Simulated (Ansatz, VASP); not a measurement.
Two plane-wave programs on TaSn

```
Ta Sn
1.0
     3.19892    0.00000    0.00000
     0.00000    3.19892    0.00000
     0.00000    0.00000    3.83405
Ta Sn
1 1
Direct
  0.50000 0.50000 0.50000
  0.00000 0.00000 0.00000
```

Alike in both runs: functional r2SCAN; k mesh 6 × 6 × 4; occupations gaussian, width 0.1 eV; no spin polarisation.

Ansatz relaxed the structure, and its values are those at the end. VASP's run is a single point on that final structure, the one shown.

|  | VASP | Ansatz |
| --- | --- | --- |
| version | VASP 6.6.1 | Ansatz 0.2.0 |
| potentials or method | VASP PAW PBE potentials, release 64 (Ta_pv, Sn_d), cutoff 520 eV | scalar-relativistic, plane waves, PAW |
| valence electrons in the cell | 25 | 27 |

```tsv
	VASP	Ansatz	Ansatz less VASP
gap on the k mesh at the Fermi level (eV)	none	none	-
pressure (GPa)	0.2	-0.1	-0.33
```

VASP's potentials were made for PBE, not for r2SCAN. A gap of «none» marks a metal or a gap that the smearing closes. VASP's potentials hold 25 valence electrons a cell and Ansatz's 27, so a difference there can come from the potentials and not from the codes.

The k mesh is coarse, so the values compare programs but aren't converged. Spin-orbit coupling is off throughout.
